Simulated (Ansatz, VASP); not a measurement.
Hf2TeW2S: VASP beside Ansatz

```xyz
6
Lattice="4.6923 0.0000 0.0000 0.0000 4.6923 0.0000 0.0000 0.0000 5.6842" Properties=species:S:1:pos:R:3 pbc="T T T"
Hf    2.3462    2.3462    0.0000
Hf    0.0000    0.0000    2.8421
Te    0.0000    0.0000    0.0000
W     2.3462    0.0000    3.8873
W     0.0000    2.3462    1.7969
S     2.3462    2.3462    2.8421
```

Change from the starting cell: species swapped into the Li2MgCdP2 type (P-4m2, No. 115).

Alike in both runs: task relaxation of cell and atoms; functional PBE; k mesh 8 × 8 × 6; occupations gaussian, width 0.01 eV; no spin polarisation.

|  | VASP | Ansatz |
| --- | --- | --- |
| version | VASP 6.6.1 | Ansatz 0.2.0 |
| potentials or method | VASP PAW PBE potentials, release 64 (Hf_pv, Te, W_sv, S), cutoff 600 eV | scalar-relativistic, plane waves, PAW |
| valence electrons in the cell | 60 | 102 |

```csv
,VASP,Ansatz,Ansatz less VASP
"gap on the k mesh at the Fermi level, each at its own relaxed structure (eV)",0.05,0.05,-0.003
relaxed volume (Å³/atom),20.84,20.87,+0.027
relaxed length of the cell vector where the two differ most in proportion (Å),4.694,4.696,+0.0026
```

VASP's potentials hold 60 valence electrons a cell and Ansatz's 102, so a difference there can come from the potentials and not from the codes.

Spin-orbit coupling is off throughout.
